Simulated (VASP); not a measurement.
A run of VASP 6.6.1:

File POSCAR:

```
Au2SeO2
1.0
    3.5593890000      0.0000000000      0.0000000000
   -1.7796940000      3.0825230000      0.0000000000
    0.0000000000      0.0000000000      6.3293670000
O Au Se
2 2 1
Direct
    0.3333000000      0.6667000000      0.6200000000
    0.6667000000      0.3333000000      0.3800000000
    0.3333000000      0.6667000000      0.2900000000
    0.6667000000      0.3333000000      0.7100000000
    0.0000000000      0.0000000000      0.0000000000
```

INCAR.step1

```
ALGO = Normal ; EDIFF = 1E-4
ENCUT = 520 ; GGA = PE
ISMEAR = 1 ; LASPH = True
LCHARG = False ; LREAL = False
LWAVE = True ; NBANDS = 28
NELM = 60 ; PREC = Accurate
SIGMA = 0.025
```

File INCAR.step2:

```
ALGO = Normal ; EDIFF = 1E-7
ENCUT = 520 ; ISIF = 2
ISMEAR = 1 ; ISTART = 1
LASPH = True ; LCHARG = True
LELF = True ; LMIXTAU = True
LREAL = False ; LVHAR = True
LWAVE = False ; METAGGA = R2SCAN
NBANDS = 28 ; NELM = 60
PREC = Accurate ; SIGMA = 0.025
```

File KPOINTS:

```
k-points
0
Gamma
  6 6 3
```

Potentials or basis: VASP PAW PBE potentials, release 64 (O, Au, Se).

Command:

```bash
$ cat potpaw_PBE.64/O/POTCAR potpaw_PBE.64/Au/POTCAR potpaw_PBE.64/Se/POTCAR > POTCAR
$ cp INCAR.step1 INCAR
$ mpirun -np 1 vasp_std > vasp.out
$ cp INCAR.step2 INCAR
$ mpirun -np 1 vasp_std > vasp.out
```

Hardware: 1 thread of Intel(R) Xeon(R) 6975P-C (Granite Rapids), on a shared host.

Question: How long does it take, and how much memory?

Answer: Wall time 2.2 min on 1 thread of Intel(R) Xeon(R) 6975P-C (Granite Rapids) (shared host), peak memory 0.23 GiB. Counts: k points 34.
